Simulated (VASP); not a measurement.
# BeTe (F-43m) in VASP: notebook

BeTe is run at these levels: PBE; tasks: single point.

Program: VASP 6.6.1. These are calculated values, not measurements. Logs are shortened: lines on timing, memory, paths and dates and some standing lists are left out, and cuts for length are marked.

**1. The cell of the first run**

Symmetry: F-43m, No. 216, cubic system. The conventional cell has a = 5.720 Å, b = 5.720 Å, c = 5.720 Å, α = 90.00°, β = 90.00°, γ = 90.00°. Be (site symmetry -43m) has 4 Te at 2.48 Å within 3.3 Å. Within 3.3 Å of Te (site symmetry -43m) lie 4 Be at 2.48 Å.

**2. Single point, PBE (volume scaled by 1.03)**

The input, INCAR:

```
SYSTEM = BeTe
ALGO     = Normal         ! electronic algorithm
EDIFF    = 1E-7           ! SCF threshold, eV
ENCUT    = 520            ! plane-wave cutoff, eV
GGA      = PE             ! functional
ISIF     = 2              ! what is computed and relaxed
ISMEAR   = 0              ! smearing method
LASPH    = .TRUE.         ! aspherical terms in the spheres
LCHARG   = .TRUE.         ! write CHGCAR
LELF     = .TRUE.         ! ELF
LREAL    = .FALSE.        ! projectors in reciprocal space
LVHAR    = .TRUE.       
LWAVE    = .FALSE.        ! write WAVECAR
NBANDS   = 11             ! bands
NELM     = 60             ! most SCF steps
PREC     = Accurate       ! precision mode
SIGMA    = 0.02           ! smearing width, eV
```

The input, KPOINTS:

```
k-points
0
G
  8 8 8
  0 0 0
```

The input, POSCAR:

```
BeTe
1.0
    0.0000000000      2.8599145582      2.8599145582
    2.8599145582      0.0000000000      2.8599145582
    2.8599145582      2.8599145582      0.0000000000
Be Te
1 1
Direct
    0.0000000000      0.0000000000      0.0000000000
    0.2500000000      0.2500000000      0.2500000000
```

Potentials or basis: VASP PAW PBE potentials, release 64 (Be, Te).

Launch:

```bash
$ cat potpaw_PBE.64/Be/POTCAR potpaw_PBE.64/Te/POTCAR > POTCAR
$ mpirun -np 1 vasp_std > vasp.out
```

OUTCAR:

```text
SYSTEM = BeTe
   EDIFF = 1E-7
   ENCUT = 520
   GGA = PE
   ISIF = 2
   ISMEAR = 0
   LASPH = .TRUE.
   LREAL = .FALSE.
   NELM = 60
   PREC = Accurate

 ion  position               nearest neighbor table
   1  0.000  0.000  0.000-   2 2.48   2 2.48   2 2.48   2 2.48
   2  0.250  0.250  0.250-   1 2.48   1 2.48   1 2.48   1 2.48

  LATTYP: Found a face centered cubic cell.
 ALAT       =     5.7198291164

  Lattice vectors:

 A1 = (   0.0000000000,   2.8599145582,   2.8599145582)
 A2 = (   2.8599145582,   0.0000000000,   2.8599145582)
 A3 = (   2.8599145582,   2.8599145582,   0.0000000000)

Analysis of symmetry for initial positions (statically):
=====================================================================
 Subroutine PRICEL returns:
 Original cell was already a primitive cell.

 Routine SETGRP: Setting up the symmetry group for a
 face centered cubic supercell.

 Subroutine GETGRP returns: Found 24 space group operations
 (whereof 24 operations were pure point group operations)
 out of a pool of 48 trial point group operations.

The static configuration has the point symmetry T_d .

Analysis of symmetry for dynamics (positions and initial velocities):
=====================================================================
 Subroutine PRICEL returns:
 Original cell was already a primitive cell.

 Routine SETGRP: Setting up the symmetry group for a
 face centered cubic supercell.

 Subroutine GETGRP returns: Found 24 space group operations
 (whereof 24 operations were pure point group operations)
 out of a pool of 48 trial point group operations.

The dynamic configuration has the point symmetry T_d .

 Subroutine INISYM returns: Found 24 space group operations
 (whereof 24 operations are pure point group operations),
 and found     1 'primitive' translations

----------------------------------------------------------------------------------------

                                     Primitive cell

  volume of cell :      46.7831

  direct lattice vectors                    reciprocal lattice vectors
     0.000000000  2.859914558  2.859914558    -0.174830398  0.174830398  0.174830398
     2.859914558  0.000000000  2.859914558     0.174830398 -0.174830398  0.174830398
     2.859914558  2.859914558  0.000000000     0.174830398  0.174830398 -0.174830398

  length of vectors
     4.044529955  4.044529955  4.044529955     0.302815132  0.302815132  0.302815132

  position of ions in fractional coordinates (direct lattice)
     0.000000000  0.000000000  0.000000000
     0.250000000  0.250000000  0.250000000

  ion indices of the primitive-cell ions
   primitive index   ion index
                 1           1
                 2           2

----------------------------------------------------------------------------------------

 KPOINTS: k-points

Automatic generation of k-mesh.
 Grid dimensions read from file:
 generate k-points for:    8    8    8

 Generating k-lattice:

  Cartesian coordinates                     Fractional coordinates (reciprocal lattice)
    -0.021853800  0.021853800  0.021853800     0.125000000  0.000000000  0.000000000
     0.021853800 -0.021853800  0.021853800     0.000000000  0.125000000  0.000000000
     0.021853800  0.021853800 -0.021853800     0.000000000  0.000000000  0.125000000

  Length of vectors
     0.037851891  0.037851891  0.037851891

  Shift w.r.t. Gamma in fractional coordinates (k-lattice)
     0.000000000  0.000000000  0.000000000

 Subroutine IBZKPT returns following result:
 ===========================================

 Found     29 irreducible k-points:

 Following reciprocal coordinates:
            Coordinates               Weight
  0.000000  0.000000  0.000000      1.000000
  0.125000  0.000000  0.000000      8.000000
  0.250000  0.000000  0.000000      8.000000
  0.375000  0.000000  0.000000      8.000000
  0.500000  0.000000  0.000000      4.000000
  0.125000  0.125000  0.000000      6.000000
[... 16 lines left out ...]
  0.500000  0.250000  0.125000     48.000000
 -0.375000  0.250000  0.125000     24.000000
 [... further k-points ...]
   k-points           NKPTS =     29   k-points in BZ     NKDIM =     29   number of bands    NBANDS=     11
   number of dos      NEDOS =    301   number of ions     NIONS =      2
   total plane-waves  NPLWV =  27000
   dimension x,y,z NGX =    30 NGY =   30 NGZ =   30
   dimension x,y,z NGXF=    60 NGYF=   60 NGZF=   60
   ions per type =               1   1
   NGX,Y,Z   is equivalent  to a cutoff of  12.33, 12.33, 12.33 a.u.
   NGXF,Y,Z  is equivalent  to a cutoff of  24.66, 24.66, 24.66 a.u.
 SYSTEM =  BeTe
   PREC   = accura    normal or accurate (medium, high low for compatibility)
   ISTART =      0    job   : 0-new  1-cont  2-samecut
   ICHARG =      2    charge: 1-file 2-atom 10-const
   ISPIN  =      1    spin polarized calculation?
   LNONCOLLINEAR =      F non collinear calculations
   LSORBIT =      F    spin-orbit coupling
   LASPH  =      T    aspherical Exc in radial PAW
   ENCUT  =  520.0 eV  38.22 Ry    6.18 a.u.   7.52  7.52  7.52*2*pi/ulx,y,z
   NELM   =     60;   NELMIN=  2; NELMDL= -5     # of ELM steps
   EDIFF  = 0.1E-06   stopping-criterion for ELM
   LREAL  =      F    real-space projection
   EDIFFG = 0.1E-05   stopping-criterion for IOM
   NSW    =      0    number of steps for IOM
   IBRION =     -1    ionic relax: 0-MD 1-quasi-New 2-CG
   NFREE  =      0    steps in history (QN), initial steepest desc. (CG)
   ISIF   =      2    stress and relaxation
   ISYM   =      2    0-nonsym 1-usesym 2-fastsym
   POTIM  = 0.5000    time-step for ionic-motion
   TEBEG  =    0.0;   TEEND  =   0.0 temperature during run
   PSTRESS=    0.0 pullay stress
   NELECT =       8.0000    total number of electrons
   NUPDOWN=      -1.0000    fix difference up-down
   EMIN   =  10.00;   EMAX   =-10.00  energy-range for DOS
   EFERMI =   0.00;   METHOD = LEGACY
   ISMEAR =     0;   SIGMA  =   0.02  broadening in eV -4-tet -1-fermi 0-gaus
   EFERMI_NEDOS =   21; number of points for ismear=-14 and -15
   IALGO  =     38    algorithm
   IMIX   =      4    mixing-type and parameters
     AMIX     =   0.40;   BMIX     =  1.00
     AMIX_MAG =   1.60;   BMIX_MAG =  1.00
  volume/ion in A,a.u.               =      23.39       157.85
  Fermi-wavevector in a.u.,A,eV,Ry     =   0.908675  1.717146 11.234191  0.825690
  Thomas-Fermi vector in A             =   2.032629
   LORBIT       =      0    0 simple, 1 ext, 2 COOP (PROOUT), +10 PAW based schemes
   GGA     = PE    functional components
   LHFCALC =     F    Hartree Fock is set to
   AEXX    =    0.0000 exact exchange contribution
   IVDW    =     0    specifies the selected vdW correction
   LEPSILON=     F    determine dielectric tensor
   LRPA    =     F    only Hartree local field effects (RPA)
 non-spin polarized calculation
 Gauss-broadening in eV      SIGMA  =   0.02
  energy-cutoff  :      520.00
  volume of cell :       46.78
 maximum number of plane-waves:      1283
   NGX = 15   NGY = 15   NGZ = 15

 number of electron       8.0000000 magnetization

 Free energy of the ion-electron system (eV)
  ---------------------------------------------------
  ext. energy  EPLUGINS =         0.00000000
  ---------------------------------------------------
  free energy    TOTEN  =        -7.61872157 eV

  energy without entropy =       -7.61872157  energy(sigma->0) =       -7.61872157

 E-fermi :   4.7436     XC(G=0):  -8.8714

 val. band max:        4.5888230827   @ k =   0.0000   0.0000   0.0000
 cond. band min:       6.6721567961   @ k =   0.5000   0.5000   0.0000
 fundamental gap:      2.0833337135
 Fermi energy:         4.7436472297

 k-point     1 :       0.0000    0.0000    0.0000
  band No.  band energies     occupation
      1      -7.4115      2.00000
      2       4.5888      2.00000
      3       4.5888      2.00000
      4       4.5888      2.00000
      5       8.0775      0.00000
      6       8.2340      0.00000
      7       8.2340      0.00000
      8       8.2340      0.00000
      9      12.8337      0.00000
     10      14.7364      0.00000
     11      14.7364      0.00000

 k-point     2 :       0.1250    0.0000    0.0000
  band No.  band energies     occupation
      1      -7.2738      2.00000
      2       3.3316      2.00000
      3       4.3730      2.00000
      4       4.3730      2.00000
      5       8.0333      0.00000
      6       8.5551      0.00000
      7       8.5551      0.00000
      8       9.4462      0.00000
      9      13.2601      0.00000
     10      13.8656      0.00000
     11      13.8656      0.00000

 k-point     3 :       0.2500    0.0000    0.0000
  band No.  band energies     occupation
      1      -6.8963      2.00000
      2       1.4248      2.00000
      3       3.9643      2.00000
      4       3.9643      2.00000
      5       7.7954      0.00000
      6       9.0651      0.00000
      7       9.0651      0.00000
      8      11.3746      0.00000
      9      13.5789      0.00000
     10      13.5912      0.00000
     11      13.5912      0.00000

 k-point     4 :       0.3750    0.0000    0.0000
  band No.  band energies     occupation
      1      -6.4229      2.00000
      2      -0.0688      2.00000
      3       3.6465      2.00000
      4       3.6465      2.00000
      5       7.6087      0.00000
      6       9.2146      0.00000
      7       9.2146      0.00000
      8      12.4004      0.00000
      9      14.1218      0.00000
     10      14.5715      0.00000
     11      14.5715      0.00000

 k-point     5 :       0.5000    0.0000    0.0000
  band No.  band energies     occupation
      1      -6.1805      2.00000
      2      -0.6620      2.00000
      3       3.5320      2.00000
      4       3.5320      2.00000
      5       7.5420      0.00000
      6       9.1951      0.00000
      7       9.1951      0.00000
      8      12.4153      0.00000
      9      15.3227      0.00000
     10      15.9167      0.00000
     11      15.9167      0.00000
[... 211 lines left out ...]
 k-point    21 :       0.5000    0.5000    0.0000
  band No.  band energies     occupation
      1      -5.7329      2.00000
      2      -0.2839      2.00000
      3       2.1128      2.00000
      4       2.1128      2.00000
      5       6.6722      0.00000
      6       7.3137      0.00000
      7      14.0004      0.00000
      8      14.0004      0.00000
      9      15.8653      0.00000
     10      17.1058      0.00000
     11      17.8001      0.00000

 k-point    22 :       0.3750    0.2500    0.1250
  band No.  band energies     occupation
      1      -6.5858      2.00000
      2       1.1658      2.00000
      3       2.4883      2.00000
      4       3.4445      2.00000
      5       8.2024      0.00000
      6       9.2729      0.00000
      7       9.9995      0.00000
      8      10.7554      0.00000
      9      13.4708      0.00000
     10      14.9977      0.00000
     11      15.5173      0.00000

 k-point    23 :       0.5000    0.2500    0.1250
  band No.  band energies     occupation
      1      -6.1682      2.00000
      2       0.1862      2.00000
      3       1.9679      2.00000
      4       3.0215      2.00000
      5       8.6088      0.00000
      6       9.2214      0.00000
      7      10.4261      0.00000
      8      11.3840      0.00000
      9      14.3014      0.00000
     10      14.7180      0.00000
     11      16.6292      0.00000

 k-point    24 :      -0.3750    0.2500    0.1250
  band No.  band energies     occupation
      1      -5.9612      2.00000
      2      -0.2677      2.00000
      3       1.8565      2.00000
      4       2.8149      2.00000
      5       8.7379      0.00000
      6       8.9764      0.00000
      7      11.1102      0.00000
      8      12.1850      0.00000
      9      13.0105      0.00000
     10      16.0071      0.00000
     11      16.3496      0.00000

 [... further k-points ...]
[... 5 lines left out ...]
  --------------------------------------------------------------------------------------
  -------------------------------------------------------------------------------------
  Total       -0.4234539     -0.4234539     -0.4234539      0.0000000      0.0000000      0.0000000
  in kB      -14.5019890    -14.5019890    -14.5019890      0.0000000      0.0000000      0.0000000
  external PRESSURE =     -14.5019890 kB  Pullay stress =       0.0000000 kB

 VOLUME and BASIS-vectors are now :
 -----------------------------------------------------------------------------
  energy-cutoff  :      520.00
  volume of cell :       46.78
      direct lattice vectors                 reciprocal lattice vectors
     0.000000000  2.859914558  2.859914558    -0.174830398  0.174830398  0.174830398
     2.859914558  0.000000000  2.859914558     0.174830398 -0.174830398  0.174830398
     2.859914558  2.859914558  0.000000000     0.174830398  0.174830398 -0.174830398

 POSITION                                       TOTAL-FORCE (eV/Angst)
 -----------------------------------------------------------------------------------
      0.00000      0.00000      0.00000         0.000000     -0.000000      0.000000
      1.42996      1.42996      1.42996        -0.000000      0.000000     -0.000000
 -----------------------------------------------------------------------------------
    total drift:                                0.000000      0.000000      0.000000

  FREE ENERGIE OF THE ION-ELECTRON SYSTEM (eV)
  ---------------------------------------------------
  free  energy   TOTEN  =        -7.6187215653 eV

  energy  without entropy=       -7.6187215653  energy(sigma->0) =       -7.61872157
```

It took 7.7 s on 1 thread of Intel Xeon 6975P-C (Granite Rapids), shared host; peak memory 0.17 GiB.

What came out:

```
Free energy            : -7.6187 eV
Pressure               : -1.5 GPa
Band gap on the k mesh : 2.08 eV, indirect (least direct gap 3.49 eV)
```

Caveat: spin-orbit coupling is left out, which moves the levels of the heavy elements.

**3. Single point, PBE (volume scaled by 1.06)**

The input, INCAR:

```
ALGO     = Normal         # electronic algorithm
EDIFF    = 1E-6           # SCF threshold, eV
ENCUT    = 520            # plane-wave cutoff, eV
GGA      = PE             # functional
ISIF     = 2              # what is computed and relaxed
ISMEAR   = 0              # smearing method
LASPH    = True           # aspherical terms in the spheres
LCHARG   = False          # write CHGCAR
LREAL    = False          # projectors in reciprocal space
LWAVE    = False          # write WAVECAR
NBANDS   = 11             # bands
NELM     = 80             # most SCF steps
PREC     = Accurate       # precision mode
SIGMA    = 0.02           # smearing width, eV
```

The input, KPOINTS:

```
k-points
0
Gamma
  8 8 8
```

The input, POSCAR:

```
BeTe
1.0
    0.0000000000      2.8874154237      2.8874154237
    2.8874154237      0.0000000000      2.8874154237
    2.8874154237      2.8874154237      0.0000000000
Be Te
1 1
Direct
    0.0000000000      0.0000000000      0.0000000000
    0.2500000000      0.2500000000      0.2500000000
```

Potentials or basis: VASP PAW PBE potentials, release 64 (Be, Te).

Launch:

```bash
$ cat potpaw_PBE.64/Be/POTCAR potpaw_PBE.64/Te/POTCAR > POTCAR
$ mpirun -np 1 vasp_std > vasp.out
```

It took 7.1 s on 1 thread of Intel Xeon 6975P-C (Granite Rapids), shared host; peak memory 0.17 GiB.

It converged, with:

```yaml
Free_energy: -7.6004 eV
Pressure: -2.8 GPa
Band_gap_on_the_k_mesh: 2.15 eV, indirect (least direct gap 3.29 eV)
```

Levels at points of the mesh, in eV from the valence-band top:
| k point | band 1 | band 2 | band 3 | band 4 | band 5 | band 6 | band 7 | band 8 |
| --- | --- | --- | --- | --- | --- | --- | --- | --- |
| (0.00, 0.00, 0.00) | -11.83 | 0.00 | 0.00 | 0.00 | 3.29 | 3.66 | 3.66 | 3.66 |
| (0.50, 0.00, 0.00) | -10.66 | -5.08 | -1.01 | -1.01 | 2.88 | 4.61 | 4.61 | 7.82 |
| (0.50, 0.50, 0.00) | -10.24 | -4.73 | -2.38 | -2.38 | 2.15 | 2.76 | 9.23 | 9.23 |

Caveat: spin-orbit coupling is left out, which moves the levels of the heavy elements. A k mesh can miss the band edges.
